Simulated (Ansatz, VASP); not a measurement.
**One calculation of Ti3Al, two programs**

Contents of INCAR:

```
PREC = Accurate
ENCUT = 520
EDIFF = 1E-6
ISMEAR = 0
SIGMA = 0.15
LREAL = False
LASPH = True
NELM = 100
ALGO = Fast
ISIF = 2
LWAVE = False
LCHARG = False
GGA = PS
NBANDS = 28
```

The input KPOINTS:

```
regular mesh
0
Gamma
  18 18 6
```

The input POSCAR:

```
Ti3Al
1.0
    2.8375021484      0.0000000000      0.0000000000
   -1.4187510742      2.4573489439      0.0000000000
    0.0000000000      0.0000000000      9.5155634548
Ti Al
3 1
Direct
    0.6666666667      0.3333333333      0.0000000000
    0.3333333333      0.6666666667      0.7511732072
    0.3333333333      0.6666666667      0.2488267928
    0.6666666667      0.3333333333      0.5000000000
```

Input for Ansatz:

```yaml
crystal:
  lattice:
    - [2.8375021484, 0.0, 0.0]
    - [-1.4187510742, 2.4573489439, 0.0]
    - [0.0, 0.0, 9.5155634548]
  atoms:
    - { symbol: Ti, position: [0.6666666667, 0.3333333333, 0.0] }
    - { symbol: Ti, position: [0.3333333333, 0.6666666667, 0.7511732072] }
    - { symbol: Ti, position: [0.3333333333, 0.6666666667, 0.2488267928] }
    - { symbol: Al, position: [0.6666666667, 0.3333333333, 0.5] }
basis:
  ecutwfc: 520.0
kpoints:
  mp_grid: { grid: [18, 18, 6] }
hamiltonian:
  xc: pbesol
  pseudopotentials: { kind: paw, azcp: { folder: soft_1 } }
scf:
  occupations: { method: gaussian, width: 0.15 }
output:
  forces: true
  stress: true
  eigenvalues: true
```

Alike in both runs: task single point; functional PBEsol; k mesh 18 × 18 × 6; occupations gaussian, width 0.15 eV; no spin polarisation.

|  | VASP | Ansatz |
| --- | --- | --- |
| version | VASP 6.6.1 | Ansatz 0.2.0 |
| potentials or method | VASP PAW PBE potentials, release 64 (Ti_sv, Al), cutoff 520 eV | scalar-relativistic, plane waves, PAW |
| valence electrons in the cell | 39 | 39 |

|  | VASP | Ansatz | Ansatz less VASP |
| --- | --- | --- | --- |
| gap on the k mesh at the Fermi level (eV) | none | none | - |
| pressure (GPa) | -0.4 | -0.3 | +0.15 |
| traceless stress, the component that is largest in VASP (GPa) | -5.80 | -5.86 | -0.068 |
| rms of the force components (eV/Å) | 0.063 | 0.068 | +0.0048 |

VASP's potentials were made for PBE, not for PBEsol, and Ansatz warns of the same on its side. Atom by atom the forces differ by 0.005 eV/Å (rms over components). A gap of «none» marks a metal or a gap that the smearing closes. The functional is the same, so the differences come from potentials, cutoffs and numerics.
